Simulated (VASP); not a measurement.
Ca12HO12 (a cell with a defect), 25 atoms in the cell. The cell holds a defect, 25 atoms: a = 6.742 Å, b = 6.742 Å, c = 10.114 Å, α = 60.00°, β = 60.00°, γ = 60.00°. 

```yaml
Program: VASP 6.6.1
Task: relaxation of the atoms
Functional: PBEsol
Potentials_or_basis: VASP PAW PBE potentials, release 64 (O, Ca_sv, H)
Cutoff: 520 eV
k_mesh: 1 × 1 × 1, shifted
Occupations: fermi-dirac, width 0.05 eV
Spin: no spin polarisation
Dipole_correction: no
Charge: -1
Further_INCAR_settings: LREAL = Auto; ALGO = Normal; EDIFF = 1e-07; ISYM = -1; IBRION = 2; EDIFFG = -0.03; NSW = 100; NELECT = 194.0
```

Potentials or basis: VASP PAW PBE potentials, release 64 (O, Ca_sv, H).

Command:

```console
$ cat potpaw_PBE.64/O/POTCAR potpaw_PBE.64/Ca_sv/POTCAR potpaw_PBE.64/H/POTCAR > POTCAR
$ mpirun -np 1 vasp_std > vasp.out
```

Hardware: 1 thread of Intel(R) Xeon(R) 6975P-C (Granite Rapids), on a shared host.

Q: Estimate the wall time of this run.

A: It took 12 min on 1 thread of Intel(R) Xeon(R) 6975P-C (Granite Rapids) (shared host), peak memory 0.52 GiB. Counts: scf iterations 132, k points 1, ion steps 14.
